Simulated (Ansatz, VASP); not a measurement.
# Two plane-wave programs on ZrO2

```
Zr O
1.0
     0.00000    2.54383    2.54383
     2.54383    0.00000    2.54383
     2.54383    2.54383    0.00000
Zr O
1 2
Direct
  0.00000 0.00000 0.00000
  0.25000 0.25000 0.25000
  0.75000 0.75000 0.75000
```

Alike in both runs: functional PBE; dispersion D3(BJ); k mesh 8 × 8 × 8; occupations gaussian, width 0.02 eV; no spin polarisation.

Ansatz relaxed the structure, and its values are those at the end. VASP's run is a single point on that final structure, the one shown.

```csv
,VASP,Ansatz
version,VASP 6.6.1,Ansatz 0.2.0
potentials or method,"VASP PAW PBE potentials, release 64 (Zr_sv, O), cutoff 600 eV","scalar-relativistic, plane waves, PAW"
valence electrons in the cell,24,24
```

|  | VASP | Ansatz | Ansatz less VASP |
| --- | --- | --- | --- |
| gap on the k mesh at the Fermi level (eV) | 3.36 | 3.36 | +0.006 |
| least direct gap on the mesh (eV) | 3.80 | 3.81 | +0.004 |
| pressure (GPa) | 0.1 | 0.0 | -0.08 |
